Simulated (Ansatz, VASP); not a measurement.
**Two plane-wave programs on KZn2**

```
K Zn
1.0
     2.15191    1.24240    6.13609
    -2.15191    1.24240    6.13609
     0.00000   -2.48481    6.13609
K Zn
1 2
Cartesian
  0.0000 0.0000 0.0000
  0.0000 0.0000 14.9575
  0.0000 0.0000 3.4507
```

Alike in both runs: functional PBE; k mesh 6 × 6 × 6; occupations gaussian, width 0.1 eV; no spin polarisation.

Ansatz relaxed the structure, and its values are those at the end. VASP's run is a single point on that final structure, the one shown.

```csv
,VASP,Ansatz
version,VASP 6.6.1,Ansatz 0.2.0
potentials or method,"VASP PAW PBE potentials, release 64 (K_sv, Zn), cutoff 520 eV","scalar-relativistic, plane waves, PAW"
valence electrons in the cell,33,33
```

Ansatz gave:

```
gap on the k mesh at the Fermi level (eV) : none
pressure (GPa)                            : 0.0
rms of the force components (eV/Å)        : 0.003
```

Question: Estimate VASP's values.

Answer: gap on the k mesh at the Fermi level (eV): none; pressure (GPa): 0.0; rms of the force components (eV/Å): 0.000.

A gap of «none» marks a metal or a gap that the smearing closes. The functional is the same, so the differences come from potentials, cutoffs and numerics.
